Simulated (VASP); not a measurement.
# Zn (Fm-3m) in VASP: notebook

The runs below take Zn through single point, with RPBE+D3(BJ), r2SCAN0, r2SCANh.

Program: VASP 6.6.1. These are calculated values, not measurements. Logs are shortened: lines on timing, memory, paths and dates and some standing lists are left out, and cuts for length are marked.

### Step 1. The cell of the first run

The structure is cubic, space group Fm-3m (No. 225). The conventional cell has a = 3.876 Å, b = 3.876 Å, c = 3.876 Å, α = 90.00°, β = 90.00°, γ = 90.00°. Zn (site symmetry m-3m) has 12 Zn at 2.74 Å within 3.6 Å.

### Step 2. Single point, RPBE+D3(BJ), non-collinear spin, typed start

INCAR

```
ALGO = Normal ; EDIFF = 1E-6
ENCUT = 520 ; GGA = RP
ISIF = 2 ; ISMEAR = -1
IVDW = 12 ; LASPH = True
LCHARG = False ; LNONCOLLINEAR = True
LORBIT = 11 ; LREAL = False
LWAVE = False ; MAGMOM = 0.5 0 0
NBANDS = 23 ; NELM = 150
PREC = Accurate ; SIGMA = 0.025
```

KPOINTS

```
k-points
0
Gamma
  12 12 12
```

POSCAR

```
Zn
1.0
    0.0000000000      1.9382217178      1.9382217178
    1.9382217178      0.0000000000      1.9382217178
    1.9382217178      1.9382217178      0.0000000000
Zn
1
Direct
    0.0000000000      0.0000000000      0.0000000000
```

Potentials or basis: VASP PAW PBE potentials, release 64 (Zn).

Command:

```console
> cat potpaw_PBE.64/Zn/POTCAR > POTCAR
> mpirun -np 1 vasp_ncl > vasp.out
```

OUTCAR:

```text
EDIFF = 1E-6
   ENCUT = 520
   GGA = RP
   ISIF = 2
   ISMEAR = -1
   IVDW = 12
   LASPH = True
   LNONCOLLINEAR = True
   LORBIT = 11
   LREAL = False
   NELM = 150
   PREC = Accurate
 IVDW          = 12

 ion  position               nearest neighbor table
   1  0.000  0.000  0.000-

  LATTYP: Found a face centered cubic cell.
 ALAT       =     3.8764434356

  Lattice vectors:

 A1 = (   0.0000000000,   1.9382217178,   1.9382217178)
 A2 = (   1.9382217178,   0.0000000000,   1.9382217178)
 A3 = (   1.9382217178,   1.9382217178,   0.0000000000)

Analysis of symmetry for initial positions (statically):
=====================================================================
 Subroutine PRICEL returns:
 Original cell was already a primitive cell.

 Routine SETGRP: Setting up the symmetry group for a
 face centered cubic supercell.

 Subroutine GETGRP returns: Found 48 space group operations
 (whereof 48 operations were pure point group operations)
 out of a pool of 48 trial point group operations.

The static configuration has the point symmetry O_h .

Analysis of symmetry for dynamics (positions and initial velocities):
=====================================================================
 Subroutine PRICEL returns:
 Original cell was already a primitive cell.

 Routine SETGRP: Setting up the symmetry group for a
 face centered cubic supercell.

 Subroutine GETGRP returns: Found 48 space group operations
 (whereof 48 operations were pure point group operations)
 out of a pool of 48 trial point group operations.

The dynamic configuration has the point symmetry O_h .

Analysis of structural, dynamic, and magnetic symmetry:
=====================================================================
 Subroutine PRICEL returns:
 Original cell was already a primitive cell.

 Routine SETGRP: Setting up the symmetry group for a
 face centered cubic supercell.

 Subroutine GETGRP returns: Found  8 space group operations
 (whereof  8 operations were pure point group operations)
 out of a pool of 48 trial point group operations.

The overall configuration has the point symmetry C_4h.

 Subroutine INISYM returns: Found  8 space group operations
 (whereof  8 operations are pure point group operations),
 and found     1 'primitive' translations

----------------------------------------------------------------------------------------

                                     Primitive cell

  volume of cell :      14.5626

  direct lattice vectors                    reciprocal lattice vectors
     0.000000000  1.938221718  1.938221718    -0.257968423  0.257968423  0.257968423
     1.938221718  0.000000000  1.938221718     0.257968423 -0.257968423  0.257968423
     1.938221718  1.938221718  0.000000000     0.257968423  0.257968423 -0.257968423

  length of vectors
     2.741059440  2.741059440  2.741059440     0.446814415  0.446814415  0.446814415

  position of ions in fractional coordinates (direct lattice)
     0.000000000  0.000000000  0.000000000

  ion indices of the primitive-cell ions
   primitive index   ion index
                 1           1

----------------------------------------------------------------------------------------

 KPOINTS: k-points

Automatic generation of k-mesh.
 Grid dimensions read from file:
 generate k-points for:   12   12   12

 Generating k-lattice:

  Cartesian coordinates                     Fractional coordinates (reciprocal lattice)
    -0.021497369  0.021497369  0.021497369     0.083333333  0.000000000  0.000000000
     0.021497369 -0.021497369  0.021497369     0.000000000  0.083333333  0.000000000
     0.021497369  0.021497369 -0.021497369     0.000000000  0.000000000  0.083333333

  Length of vectors
     0.037234535  0.037234535  0.037234535

  Shift w.r.t. Gamma in fractional coordinates (k-lattice)
     0.000000000  0.000000000  0.000000000

 Subroutine IBZKPT returns following result:
 ===========================================

 Found    242 irreducible k-points:

 Following reciprocal coordinates:
            Coordinates               Weight
  0.000000  0.000000  0.000000      1.000000
  0.083333  0.000000  0.000000      8.000000
  0.166667  0.000000  0.000000      8.000000
  0.250000  0.000000  0.000000      8.000000
  0.333333  0.000000  0.000000      8.000000
  0.416667  0.000000  0.000000      8.000000
[... 16 lines left out ...]
  0.000000  0.500000  0.083333      8.000000
  0.083333  0.083333 -0.416667      8.000000
 [... further k-points ...]
   k-points           NKPTS =    242   k-points in BZ     NKDIM =    242   number of bands    NBANDS=     23
   number of dos      NEDOS =    301   number of ions     NIONS =      1
   total plane-waves  NPLWV =   8000
   dimension x,y,z NGX =    20 NGY =   20 NGZ =   20
   dimension x,y,z NGXF=    40 NGYF=   40 NGZF=   40
   ions per type =               1
   NGX,Y,Z   is equivalent  to a cutoff of  12.13, 12.13, 12.13 a.u.
   NGXF,Y,Z  is equivalent  to a cutoff of  24.26, 24.26, 24.26 a.u.
 SYSTEM =  unknown system
   PREC   = accura    normal or accurate (medium, high low for compatibility)
   ISTART =      0    job   : 0-new  1-cont  2-samecut
   ICHARG =      2    charge: 1-file 2-atom 10-const
   ISPIN  =      1    spin polarized calculation?
   LNONCOLLINEAR =      T non collinear calculations
   LSORBIT =      F    spin-orbit coupling
   LASPH  =      T    aspherical Exc in radial PAW
   ENCUT  =  520.0 eV  38.22 Ry    6.18 a.u.   5.10  5.10  5.10*2*pi/ulx,y,z
   NELM   =    150;   NELMIN=  2; NELMDL= -5     # of ELM steps
   EDIFF  = 0.1E-05   stopping-criterion for ELM
   LREAL  =      F    real-space projection
   EDIFFG = 0.1E-04   stopping-criterion for IOM
   NSW    =      0    number of steps for IOM
   IBRION =     -1    ionic relax: 0-MD 1-quasi-New 2-CG
   NFREE  =      0    steps in history (QN), initial steepest desc. (CG)
   ISIF   =      2    stress and relaxation
   ISYM   =      2    0-nonsym 1-usesym 2-fastsym
   POTIM  = 0.5000    time-step for ionic-motion
   TEBEG  =    0.0;   TEEND  =   0.0 temperature during run
   PSTRESS=    0.0 pullay stress
   NELECT =      12.0000    total number of electrons
   NUPDOWN=      -1.0000    fix difference up-down
   EMIN   =  10.00;   EMAX   =-10.00  energy-range for DOS
   EFERMI =   0.00;   METHOD = LEGACY
   ISMEAR =    -1;   SIGMA  =   0.03  broadening in eV -4-tet -1-fermi 0-gaus
   EFERMI_NEDOS =   21; number of points for ismear=-14 and -15
   IALGO  =     38    algorithm
   IMIX   =      4    mixing-type and parameters
     AMIX     =   0.40;   BMIX     =  1.00
     AMIX_MAG =   1.60;   BMIX_MAG =  1.00
  volume/ion in A,a.u.               =      14.56        98.27
  Fermi-wavevector in a.u.,A,eV,Ry     =   1.534812  2.900374 32.050526  2.355647
  Thomas-Fermi vector in A             =   2.641688
   LORBIT       =     11    0 simple, 1 ext, 2 COOP (PROOUT), +10 PAW based schemes
   GGA     = RP    functional components
   LHFCALC =     F    Hartree Fock is set to
   AEXX    =    0.0000 exact exchange contribution
   IVDW    =    12    specifies the selected vdW correction
   LEPSILON=     F    determine dielectric tensor
   LRPA    =     F    only Hartree local field effects (RPA)
  energy-cutoff  :      520.00
  volume of cell :       14.56
 maximum number of plane-waves:       806
   NGX = 11   NGY = 11   NGZ = 11

 number of electron      12.0000000 magnetization       0.5000000      0.0000000      0.0000000

 number of electron      11.9999994 magnetization      -0.0000209      0.0000000      0.0000000

 number of electron      11.9999994 magnetization       0.0000111     -0.0000000     -0.0000000

 Free energy of the ion-electron system (eV)
  ---------------------------------------------------
  ext. energy  EPLUGINS =         0.00000000
  ---------------------------------------------------
  free energy    TOTEN  =        -0.68881586 eV

  energy without entropy =       -0.68816308  energy(sigma->0) =       -0.68848947

 E-fermi :   3.4735     XC(G=0): -11.6597

 val. band max:        3.4644805469   @ k =  -0.3333   0.3333   0.5000
 cond. band min:       3.5690970396   @ k =  -0.4167   0.0833   0.0000
 fundamental gap:      0.1046164926
 Fermi energy:         3.4735087679

 k-point     1 :       0.0000    0.0000    0.0000
  band No.  band energies     occupation
      1      -7.1519      1.00000
      2      -7.1519      1.00000
      3      -4.2027      1.00000
      4      -4.2027      1.00000
      5      -4.2027      1.00000
      6      -4.2027      1.00000
[... 15 lines left out ...]
     22      25.0790      0.00000
     23      25.0790      0.00000

 k-point     2 :       0.0833    0.0000    0.0000
  band No.  band energies     occupation
      1      -6.9368      1.00000
      2      -6.9368      1.00000
      3      -4.2210      1.00000
      4      -4.2210      1.00000
      5      -4.1779      1.00000
      6      -4.1779      1.00000
[... 15 lines left out ...]
     22      26.1085      0.00000
     23      26.1085      0.00000

 k-point     3 :       0.1667    0.0000    0.0000
  band No.  band energies     occupation
      1      -6.3179      1.00000
      2      -6.3178      1.00000
      3      -4.2418      1.00000
      4      -4.2418      1.00000
      5      -4.1285      1.00000
      6      -4.1285      1.00000
[... 15 lines left out ...]
     22      27.6643      0.00000
     23      27.9658      0.00000
[... 495 lines left out ...]
 k-point    23 :       0.0000    0.5000    0.0833
  band No.  band energies     occupation
      1      -4.9349      1.00000
      2      -4.9349      1.00000
      3      -4.2370      1.00000
      4      -4.2370      1.00000
      5      -4.1636      1.00000
      6      -4.1636      1.00000
[... 15 lines left out ...]
     22      24.4812      0.00000
     23      25.4100      0.00000

 k-point    24 :       0.0833    0.0833   -0.4167
  band No.  band energies     occupation
      1      -4.9349      1.00000
      2      -4.9349      1.00000
      3      -4.2370      1.00000
      4      -4.2370      1.00000
      5      -4.1636      1.00000
      6      -4.1636      1.00000
[... 15 lines left out ...]
     22      24.4812      0.00000
     23      25.4100      0.00000

 [... further k-points ...]

------------------------ aborting loop because EDIFF is reached ----------------------------------------

 Edisp (eV)   -2.01363

 E8    (eV) :    -1.2744

  FORCE on cell =-STRESS in cart. coord.  units (eV):
  Direction    XX          YY          ZZ          XY          YZ          ZX
  --------------------------------------------------------------------------------------
  -------------------------------------------------------------------------------------
  Total      -1.71959    -1.71959    -1.71959     0.00000     0.00000     0.00000
  in kB    -189.18909  -189.18868  -189.18868     0.00000     0.00001     0.00000
  external pressure =     -189.19 kB  Pullay stress =        0.00 kB

 VOLUME and BASIS-vectors are now :
 -----------------------------------------------------------------------------
  energy-cutoff  :      520.00
  volume of cell :       14.56
      direct lattice vectors                 reciprocal lattice vectors
     0.000000000  1.938221718  1.938221718    -0.257968423  0.257968423  0.257968423
     1.938221718  0.000000000  1.938221718     0.257968423 -0.257968423  0.257968423
     1.938221718  1.938221718  0.000000000     0.257968423  0.257968423 -0.257968423

 POSITION                                       TOTAL-FORCE (eV/Angst)
 -----------------------------------------------------------------------------------
      0.00000      0.00000      0.00000         0.000000      0.000000      0.000000
 -----------------------------------------------------------------------------------
    total drift:                                0.000000      0.000000      0.000000

  FREE ENERGIE OF THE ION-ELECTRON SYSTEM (eV)
  ---------------------------------------------------
  free  energy   TOTEN  =        -2.7024425498 eV

  energy  without entropy=       -2.7017897687  energy(sigma->0) =       -2.70211616

 total charge

# of ion       s       p       d       tot
------------------------------------------
    1        0.591   0.457   9.722  10.771

 magnetization (x)

# of ion       s       p       d       tot
------------------------------------------
    1        0.000   0.000   0.000   0.000

 magnetization (y)

# of ion       s       p       d       tot
------------------------------------------
    1        0.000   0.000   0.000   0.000

 magnetization (z)

# of ion       s       p       d       tot
------------------------------------------
    1        0.000   0.000   0.000   0.000
```

Run time: 56 s. Hardware: 1 thread of Intel Xeon 6975P-C (Granite Rapids), shared host; peak memory 0.24 GiB.

What came out:

```
Free energy                                           : -2.7024 eV
Pressure                                              : -18.9 GPa
Band gap on the k mesh                                : zero (band 12 reaches 5.80 eV, above the bottom of band 13 at 2.25 eV)
Net moment                                            : 0.00 μB per cell
Valence electrons inside the program's atomic spheres : Zn 10.77
Dispersion energy per atom                            : -2.014 eV
```

Levels at points of the mesh, in eV from the Fermi level:
```tsv
k point	band 9	band 10	band 11	band 12	band 13	band 14	band 15	band 16
(0.00, 0.00, 0.00)	-7.27	-7.27	-7.27	-7.27	18.97	18.97	18.97	18.97
(0.50, 0.00, 0.00)	-6.96	-6.96	-3.04	-3.04	-1.23	-1.23	15.87	15.87
(0.50, 0.50, 0.00)	-6.89	-6.89	-1.05	-1.05	1.97	1.97	8.72	8.72
(0.00, 0.50, 0.50)	-6.89	-6.89	-1.05	-1.05	1.97	1.97	8.72	8.72
```

Moments on the atoms (μB; x, y, z):
```
Zn  0.00 0.00 0.00
```

Caveat: three body term missing; the PAW data sets were made with another functional, which shifts forces and pressure a little; pairwise dispersion overbinds metals, which lowers pressure and volume.

(Part 1 of 2 ends here.)
